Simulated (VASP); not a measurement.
# BN (P2_1/m) in VASP: further runs

Runs on BN. Level: PBE. Tasks: single point.

Program: VASP 6.6.1. These are calculated values, not measurements. Logs are shortened: lines on timing, memory, paths and dates and some standing lists are left out, and cuts for length are marked.

## Step 1: The cell of the first run

The structure is monoclinic, space group P2_1/m (No. 11). Conventional cell: a = 2.504 Å, b = 6.661 Å, c = 2.504 Å, α = 90.00°, β = 120.00°, γ = 90.00°. Within 1.9 Å of B (site symmetry m) lie 3 N at 1.45 Å. N (site symmetry m) has 3 B at 1.45 Å within 1.9 Å.

## Step 2: Single point, PBE (mode 4 (44.6 1/cm) frozen in, largest displacement -0.120 Å)

Input file INCAR:

```
SYSTEM = BN
ALGO     = Normal         ! electronic algorithm
EDIFF    = 1E-7           ! SCF threshold, eV
ENCUT    = 520            ! plane-wave cutoff, eV
GGA      = PE             ! functional
ISIF     = 2              ! what is computed and relaxed
ISMEAR   = 0              ! smearing method
LASPH    = .TRUE.         ! aspherical terms in the spheres
LCHARG   = .FALSE.        ! write CHGCAR
LREAL    = .FALSE.        ! projectors in reciprocal space
LWAVE    = .FALSE.        ! write WAVECAR
NBANDS   = 16             ! bands
NELM     = 80             ! most SCF steps
PREC     = Accurate       ! precision mode
SIGMA    = 0.05           ! smearing width, eV
```

Input file KPOINTS:

```
k-points
0
G
  12 12 4
  0 0 0
```

Input file POSCAR:

```
BN
1.0
    2.5039917043      0.0000000000      0.0000000000
   -1.2519958522      2.1685204268      0.0000000000
    0.0000000000      0.0000000000      6.6612000000
B N
2 2
Direct
    0.2798816352      0.6275373079      0.2500000000
    0.7201183648      0.3724626921      0.7500000000
    0.3867272400      0.7057537192      0.7500000000
    0.6132727600      0.2942462808      0.2500000000
```

Potentials or basis: VASP PAW PBE potentials, release 64 (B, N).

Command:

```console
$ cat potpaw_PBE.64/B/POTCAR potpaw_PBE.64/N/POTCAR > POTCAR
$ mpirun -np 1 vasp_std > vasp.out
```

OUTCAR:

```text
SYSTEM = BN
   EDIFF = 1E-7
   ENCUT = 520
   GGA = PE
   ISIF = 2
   ISMEAR = 0
   LASPH = .TRUE.
   LREAL = .FALSE.
   NELM = 80
   PREC = Accurate

 ion  position               nearest neighbor table
   1  0.280  0.628  0.250-   4 1.45   4 1.45   4 1.45
   2  0.720  0.372  0.750-   3 1.45   3 1.45   3 1.45
   3  0.387  0.706  0.750-   2 1.45   2 1.45   2 1.45
   4  0.613  0.294  0.250-   1 1.45   1 1.45   1 1.45

  LATTYP: Found a hexagonal cell.
 ALAT       =     2.5039917043
 C/A-ratio  =     2.6602324555

  Lattice vectors:

 A1 = (   2.5039917043,   0.0000000000,   0.0000000000)
 A2 = (  -1.2519958522,   2.1685204268,   0.0000000000)
 A3 = (   0.0000000000,   0.0000000000,   6.6612000000)

Analysis of symmetry for initial positions (statically):
=====================================================================
 Subroutine PRICEL returns:
 Original cell was already a primitive cell.

 Routine SETGRP: Setting up the symmetry group for a
 hexagonal supercell.

 Subroutine GETGRP returns: Found  4 space group operations
 (whereof  2 operations were pure point group operations)
 out of a pool of 24 trial point group operations.

The static configuration has the point symmetry S_2 .
 The point group associated with its full space group is C_2h.

Analysis of symmetry for dynamics (positions and initial velocities):
=====================================================================
 Subroutine PRICEL returns:
 Original cell was already a primitive cell.

 Routine SETGRP: Setting up the symmetry group for a
 hexagonal supercell.

 Subroutine GETGRP returns: Found  4 space group operations
 (whereof  2 operations were pure point group operations)
 out of a pool of 24 trial point group operations.

The dynamic configuration has the point symmetry S_2 .
 The point group associated with its full space group is C_2h.

 Subroutine INISYM returns: Found  4 space group operations
 (whereof  2 operations are pure point group operations),
 and found     1 'primitive' translations

----------------------------------------------------------------------------------------

                                     Primitive cell

  volume of cell :      36.1700

  direct lattice vectors                    reciprocal lattice vectors
     2.503991704  0.000000000  0.000000000     0.399362345  0.230571958  0.000000000
    -1.251995852  2.168520427  0.000000000     0.000000000  0.461143915  0.000000000
     0.000000000  0.000000000  6.661200000     0.000000000  0.000000000  0.150123101

[... 85 lines left out ...]
   ENCUT  =  520.0 eV  38.22 Ry    6.18 a.u.   4.66  4.66 12.39*2*pi/ulx,y,z
   NELM   =     80;   NELMIN=  2; NELMDL= -5     # of ELM steps
   EDIFF  = 0.1E-06   stopping-criterion for ELM
   LREAL  =      F    real-space projection
   EDIFFG = 0.1E-05   stopping-criterion for IOM
   NSW    =      0    number of steps for IOM
   IBRION =     -1    ionic relax: 0-MD 1-quasi-New 2-CG
   NFREE  =      0    steps in history (QN), initial steepest desc. (CG)
   ISIF   =      2    stress and relaxation
   ISYM   =      2    0-nonsym 1-usesym 2-fastsym
   POTIM  = 0.5000    time-step for ionic-motion
   TEBEG  =    0.0;   TEEND  =   0.0 temperature during run
   PSTRESS=    0.0 pullay stress
   NELECT =      16.0000    total number of electrons
   NUPDOWN=      -1.0000    fix difference up-down
   EMIN   =  10.00;   EMAX   =-10.00  energy-range for DOS
   EFERMI =   0.00;   METHOD = LEGACY
   ISMEAR =     0;   SIGMA  =   0.05  broadening in eV -4-tet -1-fermi 0-gaus
   EFERMI_NEDOS =   21; number of points for ismear=-14 and -15
   IALGO  =     38    algorithm
   IMIX   =      4    mixing-type and parameters
     AMIX     =   0.40;   BMIX     =  1.00
     AMIX_MAG =   1.60;   BMIX_MAG =  1.00
  volume/ion in A,a.u.               =       9.04        61.02
  Fermi-wavevector in a.u.,A,eV,Ry     =   1.247379  2.357205 21.170055  1.555955
  Thomas-Fermi vector in A             =   2.381514
   LORBIT       =      0    0 simple, 1 ext, 2 COOP (PROOUT), +10 PAW based schemes
   GGA     = PE    functional components
   LHFCALC =     F    Hartree Fock is set to
   AEXX    =    0.0000 exact exchange contribution
   IVDW    =     0    specifies the selected vdW correction
   LEPSILON=     F    determine dielectric tensor
   LRPA    =     F    only Hartree local field effects (RPA)
 non-spin polarized calculation
 Gauss-broadening in eV      SIGMA  =   0.05
  energy-cutoff  :      520.00
  volume of cell :       36.17
 maximum number of plane-waves:       992
   NGX =  9   NGY =  9   NGZ = 25

 number of electron      15.9999998 magnetization

 Free energy of the ion-electron system (eV)
  ---------------------------------------------------
  ext. energy  EPLUGINS =         0.00000000
  ---------------------------------------------------
  free energy    TOTEN  =       -35.15251496 eV

  energy without entropy =      -35.15251496  energy(sigma->0) =      -35.15251496

 E-fermi :   2.5547     XC(G=0): -10.0497

 val. band max:        2.3281506287   @ k =  -0.4167  -0.2500   0.0000
 cond. band min:       6.1859655623   @ k =   0.5000   0.0000   0.0000
 fundamental gap:      3.8578149336
 Fermi energy:         2.5547118213

 k-point     1 :       0.0000    0.0000    0.0000
  band No.  band energies     occupation
      1     -15.5470      2.00000
      2     -15.2598      2.00000
      3      -3.9512      2.00000
      4      -1.8589      2.00000
      5       0.9186      2.00000
      6       0.9208      2.00000
[... 433 lines left out ...]
      3      -2.6686      2.00000
      4      -2.0494      2.00000
      5      -2.0114      2.00000
      6      -0.7254      2.00000
[... 8 lines left out ...]
     15      16.7600      0.00000
     16      17.4634      0.00000

 [... further k-points ...]
[... 5 lines left out ...]
  --------------------------------------------------------------------------------------
  -------------------------------------------------------------------------------------
  Total        0.8082544      0.8581495      0.6328845     -0.0254425      0.0000000      0.0000000
  in kB       35.8022044     38.0123447     28.0340693     -1.1269920      0.0000000      0.0000000
  external PRESSURE =      33.9495395 kB  Pullay stress =       0.0000000 kB

 VOLUME and BASIS-vectors are now :
 -----------------------------------------------------------------------------
  energy-cutoff  :      520.00
  volume of cell :       36.17
      direct lattice vectors                 reciprocal lattice vectors
     2.503991704  0.000000000  0.000000000     0.399362345  0.230571958  0.000000000
    -1.251995852  2.168520427  0.000000000     0.000000000  0.461143915  0.000000000
     0.000000000  0.000000000  6.661200000     0.000000000  0.000000000  0.150123101

 POSITION                                       TOTAL-FORCE (eV/Angst)
 -----------------------------------------------------------------------------------
     -0.08485      1.36083      1.66530         0.009265      0.006595     -0.000000
      1.33685      0.80769      4.99590        -0.009265     -0.006595      0.000000
      0.08476      1.53044      4.99590        -0.000611     -0.007941      0.000000
      1.16723      0.63808      1.66530         0.000611      0.007941      0.000000
 -----------------------------------------------------------------------------------
    total drift:                                0.000000     -0.000000      0.000000

  FREE ENERGIE OF THE ION-ELECTRON SYSTEM (eV)
  ---------------------------------------------------
  free  energy   TOTEN  =       -35.1525149638 eV

  energy  without entropy=      -35.1525149638  energy(sigma->0) =      -35.15251496
```

stdout:

```text
POSCAR found type information on POSCAR B N
 POSCAR found :  2 types and       4 ions
 scaLAPACK will be used
 LDA part: xc-table for (Slater+PW92), standard interpolation
 POSCAR, INCAR and KPOINTS ok, starting setup
 FFT: planning ... GRIDC
 FFT: planning ... GRID_SOFT
 FFT: planning ... GRID
 WAVECAR not read
 entering main loop
```

It took 2.6 min on 1 thread of AMD EPYC 7R43 (Zen 3), shared host; peak memory 0.19 GiB.

Results:

```yaml
Free_energy: -35.1525 eV
Pressure: 3.4 GPa
Largest_force: 0.011 eV/Å
Band_gap_on_the_k_mesh: 3.86 eV, indirect (least direct gap 4.21 eV)
```

Forces in eV/Å, atoms in the order of the input:
```
B    0.009  0.007  0.000
B   -0.009 -0.007  0.000
N   -0.001 -0.008  0.000
N    0.001  0.008  0.000
```

Levels at points of the mesh, in eV from the valence-band top:
```
           k point  band 6  band 7  band 8  band 9  band 10  band 11
(0.00, 0.00, 0.00)   -1.41   -1.38   -1.37    5.16    10.19    11.45
(0.50, 0.00, 0.00)   -4.16   -1.57   -0.39    3.86     5.85     9.46
(0.00, 0.50, 0.00)   -4.16   -1.43   -0.64    4.51     5.29     9.45
(0.50, 0.50, 0.00)   -4.16   -1.49   -0.56    4.31     5.45     9.43
(0.00, 0.00, 0.50)   -1.39   -1.39   -1.39    7.51     7.51    11.53
(0.50, 0.00, 0.50)   -4.19   -1.00   -1.00    4.66     4.66     9.82
(0.00, 0.50, 0.50)   -4.19   -0.99   -0.99    4.65     4.65     9.85
(0.50, 0.50, 0.50)   -4.19   -0.99   -0.99    4.66     4.66     9.84
```

Caveat: the cell differs from its parent crystal (mode 4 (44.6 1/cm) frozen in, largest displacement -0.120 Å); this functional lacks dispersion, which binds the layers, so the pressure and a relaxed spacing across them are unreliable. A k mesh can miss the band edges.

## Step 3: Single point, PBE (mode 4 (44.6 1/cm) frozen in, largest displacement +0.090 Å)

Input file INCAR:

```
SYSTEM = BN
PREC = Accurate
ENCUT = 520
EDIFF = 1E-6
ISMEAR = 0
SIGMA = 0.05
LREAL = .False.
LASPH = .True.
NELM = 80
ALGO = Normal
ISIF = 2
LWAVE = .False.
LCHARG = .False.
GGA = PE
NBANDS = 16
```

Input file KPOINTS:

```
Automatic mesh
0
Gamma
  12 12 4
  0 0 0
```

Input file POSCAR:

```
BN
1.0
    2.5039917043      0.0000000000      0.0000000000
   -1.2519958522      2.1685204268      0.0000000000
    0.0000000000      0.0000000000      6.6612000000
B N
2 2
Direct
    0.3734221069      0.6960136857      0.2500000000
    0.6265778931      0.3039863143      0.7500000000
    0.2932879033      0.6373513773      0.7500000000
    0.7067120967      0.3626486227      0.2500000000
```

Potentials or basis: VASP PAW PBE potentials, release 64 (B, N).

Command:

```console
$ cat potpaw_PBE.64/B/POTCAR potpaw_PBE.64/N/POTCAR > POTCAR
$ mpirun -np 1 vasp_std > vasp.out
```

OUTCAR:

```text
SYSTEM = BN
   PREC = Accurate
   ENCUT = 520
   EDIFF = 1E-6
   ISMEAR = 0
   LREAL = .False.
   LASPH = .True.
   NELM = 80
   ISIF = 2
   GGA = PE

 ion  position               nearest neighbor table
   1  0.373  0.696  0.250-   4 1.45   4 1.45   4 1.45
   2  0.627  0.304  0.750-   3 1.45   3 1.45   3 1.45
   3  0.293  0.637  0.750-   2 1.45   2 1.45   2 1.45
   4  0.707  0.363  0.250-   1 1.45   1 1.45   1 1.45

  LATTYP: Found a hexagonal cell.
 ALAT       =     2.5039917043
 C/A-ratio  =     2.6602324555

  Lattice vectors:

[... 645 lines left out ...]
     16      17.6619      0.00000

 [... further k-points ...]
[... 5 lines left out ...]
  --------------------------------------------------------------------------------------
  -------------------------------------------------------------------------------------
  Total        0.8571994      0.8187168      0.6288296      0.0190440      0.0000000      0.0000000
  in kB       37.9702607     36.2656439     27.8544565      0.8435690      0.0000000      0.0000000
  external PRESSURE =      34.0301204 kB  Pullay stress =       0.0000000 kB

 VOLUME and BASIS-vectors are now :
 -----------------------------------------------------------------------------
  energy-cutoff  :      520.00
  volume of cell :       36.17
      direct lattice vectors                 reciprocal lattice vectors
     2.503991704  0.000000000  0.000000000     0.399362345  0.230571958  0.000000000
    -1.251995852  2.168520427  0.000000000     0.000000000  0.461143915  0.000000000
     0.000000000  0.000000000  6.661200000     0.000000000  0.000000000  0.150123101

 POSITION                                       TOTAL-FORCE (eV/Angst)
 -----------------------------------------------------------------------------------
      0.06364      1.50932      1.66530        -0.003491     -0.005018      0.000000
      1.18836      0.65920      4.99590         0.003491      0.005018      0.000000
     -0.06357      1.38211      4.99590         0.010348      0.006174     -0.000000
      1.31557      0.78641      1.66530        -0.010348     -0.006174      0.000000
 -----------------------------------------------------------------------------------
    total drift:                               -0.000000      0.000000      0.000000

  FREE ENERGIE OF THE ION-ELECTRON SYSTEM (eV)
  ---------------------------------------------------
  free  energy   TOTEN  =       -35.1532322158 eV

  energy  without entropy=      -35.1532322158  energy(sigma->0) =      -35.15323222
```

stdout:

```text
POSCAR found type information on POSCAR B N
 POSCAR found :  2 types and       4 ions
 scaLAPACK will be used
 LDA part: xc-table for (Slater+PW92), standard interpolation
 POSCAR, INCAR and KPOINTS ok, starting setup
 FFT: planning ... GRIDC
 FFT: planning ... GRID_SOFT
 FFT: planning ... GRID
 WAVECAR not read
 entering main loop
```

It took 2.6 min on 1 thread of AMD EPYC 7R43 (Zen 3), shared host; peak memory 0.18 GiB.

Results:

| Item | Value |
| --- | --- |
| Free energy | -35.1532 eV |
| Pressure | 3.4 GPa |
| Largest force | 0.012 eV/Å |
| Band gap on the k mesh | 4.03 eV, indirect (least direct gap 4.41 eV) |

Forces on the atoms (eV/Å):
```
B   -0.003 -0.005  0.000
B    0.003  0.005  0.000
N    0.010  0.006  0.000
N   -0.010 -0.006  0.000
```

Caveat: the cell differs from its parent crystal (mode 4 (44.6 1/cm) frozen in, largest displacement +0.090 Å); this functional lacks dispersion, which binds the layers, so the pressure and a relaxed spacing across them are unreliable.

(Continued in part 2 of 2.)
